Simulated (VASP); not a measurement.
## PbS (rocksalt type): single point with LDA

The system is PbS (rocksalt type).

```
Pb S
1.0
     0.00000    2.51868    2.51868
     2.51868    0.00000    2.51868
     2.51868    2.51868    0.00000
Pb S
1 1
Direct
  0.00000 0.00000 0.00000
  0.50000 0.50000 0.50000
```

- Program: VASP 6.6.1
- Task: single point
- Functional: LDA
- Potentials or basis: VASP PAW LDA potentials, release 64 (Pb_d, S)
- Cutoff: 520 eV
- k mesh: 12 × 12 × 12
- Occupations: fermi-dirac, width 0.08 eV
- Spin: no spin polarisation
- Dipole correction: no
- Further INCAR settings: ALGO = Normal; EDIFF = 1e-06; NBANDS = 17

```yaml
Pressure: 72.6 GPa
Band_gap_on_the_k_mesh: zero (bands 10 and 11 overlap by 0.23 eV)
```

Levels at points of the mesh, in eV from the Fermi level:
```tsv
k point	band 6	band 7	band 8	band 9	band 10	band 11	band 12	band 13	band 14	band 15
(0.00, 0.00, 0.00)	-18.14	-4.60	-4.60	-4.60	-4.06	5.66	5.66	5.66	6.69	7.20
(0.50, 0.00, 0.00)	-16.00	-12.55	-3.32	-3.32	-1.05	0.61	0.61	2.01	9.26	9.26
(0.50, 0.50, 0.00)	-13.59	-9.98	-7.87	-6.89	-6.89	1.76	7.70	8.26	8.26	12.10
```

It took 64 s on 1 thread of Intel Xeon 8259CL, with other jobs on the host, peak memory 0.17 GiB.

Caveat: the cell stands under pressure; semilocal functionals underestimate gaps, so a narrow gap can read as zero; spin-orbit coupling is left out, which moves the levels of the heavy elements.
